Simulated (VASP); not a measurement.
# KI: single point with r2SCAN

Crystal: KI.

```
CELL_PARAMETERS angstrom
0.00000 3.54428 3.54428
3.54428 0.00000 3.54428
3.54428 3.54428 0.00000
ATOMIC_POSITIONS crystal
K 0.00000 0.00000 0.00000
I 0.50000 0.50000 0.50000
```

```
Program                : VASP 6.6.1
Task                   : single point
Functional             : r2SCAN
Potentials or basis    : VASP PAW PBE potentials, release 64 (K_sv, I)
Cutoff                 : 520 eV
k mesh                 : 6 × 6 × 6
Occupations            : gaussian, width 0.01 eV
Spin                   : no spin polarisation
Dipole correction      : no
Further INCAR settings : ALGO = Normal; EDIFF = 1e-07; NBANDS = 15
```

| Quantity | Value |
| --- | --- |
| Pressure | 0.0 GPa |
| Band gap on the k mesh | 4.58 eV |

Levels at points of the mesh, in eV from the valence-band top:
```
           k point  band 6  band 7  band 8  band 9  band 10  band 11
(0.00, 0.00, 0.00)    0.00    0.00    0.00    4.58     7.05     7.05
(0.50, 0.00, 0.00)   -1.30   -0.33   -0.33    6.01     8.31     8.75
(0.50, 0.50, 0.00)   -1.00   -0.37   -0.37    5.39     6.47     8.83
```

Run time: 4 min on 1 thread of Intel Xeon 8259CL, with other jobs on the host, peak memory 0.27 GiB.

Caveat: the PAW data sets were made with another functional, which shifts forces and pressure a little; spin-orbit coupling is left out, which moves the levels of the heavy elements.
